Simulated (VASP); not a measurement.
A run of VASP 6.6.1 is set up as follows.

The input POSCAR:

```
MgO
1.0
    0.0000000000      2.1055000000      2.1055000000
    2.1055000000      0.0000000000      2.1055000000
    2.1055000000      2.1055000000      0.0000000000
Mg O
1 1
Direct
    0.0000000000      0.0000000000      0.0000000000
    0.5000000000      0.5000000000      0.5000000000
```

INCAR.step1

```
  ALGO = Normal
  EDIFF = 1E-8
  ENCUT = 500
  GGA = PE
  ISMEAR = 0
  LASPH = T
  LCHARG = F
  LREAL = F
  LWAVE = T
  NELM = 60
  PREC = Accurate
  SIGMA = 0.01
```

Contents of INCAR.step2:

```
  ALGO = Exact
  EDIFF = 1E-8
  ENCUT = 500
  GGA = PE
  ISMEAR = 0
  ISTART = 1
  LASPH = T
  LCHARG = F
  LOPTICS = T
  LREAL = F
  LWAVE = T
  NBANDS = 90
  NELM = 1
  PREC = Accurate
  SIGMA = 0.01
```

The input INCAR.step3:

```
  ALGO = EVGW0
  EDIFF = 1E-8
  ENCUT = 500
  ENCUTGW = 113.3
  GGA = PE
  ISMEAR = 0
  ISTART = 1
  LASPH = T
  LCHARG = F
  LREAL = F
  LWAVE = F
  NBANDS = 90
  NBANDSGW = 12
  NELMGW = 1
  NOMEGA = 48
  PREC = Accurate
  PRECFOCK = Fast
  SIGMA = 0.01
```

The input KPOINTS:

```
k-points
0
Gamma
  4 4 4
```

Potentials or basis: VASP PAW PBE potentials, release 64 (Mg_GW, O_GW).

The run is started by

```console
$ cat potpaw_PBE.64/Mg_GW/POTCAR potpaw_PBE.64/O_GW/POTCAR > POTCAR
$ cp INCAR.step1 INCAR
$ mpirun -np 1 vasp_std > vasp.out
$ cp INCAR.step2 INCAR
$ mpirun -np 1 vasp_std > vasp.out
$ cp INCAR.step3 INCAR
$ mpirun -np 1 vasp_std > vasp.out
```

Estimate the quasiparticle gap.

7.15 eV.

What does it give for the least direct quasiparticle gap?

7.15 eV.

Predict the band gap on the k mesh, mean-field level.

4.73 eV, direct.

Caveat: the k points lie up to 0.65 Å⁻¹ apart; bands, screening cutoff and mesh are small and nothing is extrapolated, so the quasiparticle values aren't converged.
